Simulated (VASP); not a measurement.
## Al2Au: single point with LDA

The system is Al2Au.

```
Al Au
1.0
     0.00000    3.03948    3.03948
     3.03948    0.00000    3.03948
     3.03948    3.03948    0.00000
Al Au
2 1
Direct
  0.25000 0.25000 0.25000
  0.75000 0.75000 0.75000
  0.00000 0.00000 0.00000
```

This cell differs from its parent crystal: volume scaled by 1.04.

```yaml
Program: VASP 6.6.1
Task: single point
Functional: LDA
Potentials_or_basis: VASP PAW LDA potentials, release 64 (Al, Au)
Cutoff: 520 eV
k_mesh: 11 × 11 × 11
Occupations: fermi-dirac, width 0.05 eV
Spin: no spin polarisation
```

```json
{"Pressure": "-6.2 GPa"}
```

Levels at points of the mesh, in eV from the Fermi level:
| k point | band 6 | band 7 | band 8 | band 9 | band 10 | band 11 | band 12 | band 13 |
| --- | --- | --- | --- | --- | --- | --- | --- | --- |
| (0.00, 0.00, 0.00) | -5.53 | 1.80 | 2.89 | 2.89 | 2.89 | 3.70 | 3.70 | 3.70 |

It took 42 s on 1 thread of AMD EPYC 7R43 64-Core Processor (Zen 3) (shared host), peak memory 0.15 GiB.

Caveat: spin-orbit coupling is left out, which moves the levels of the heavy elements.
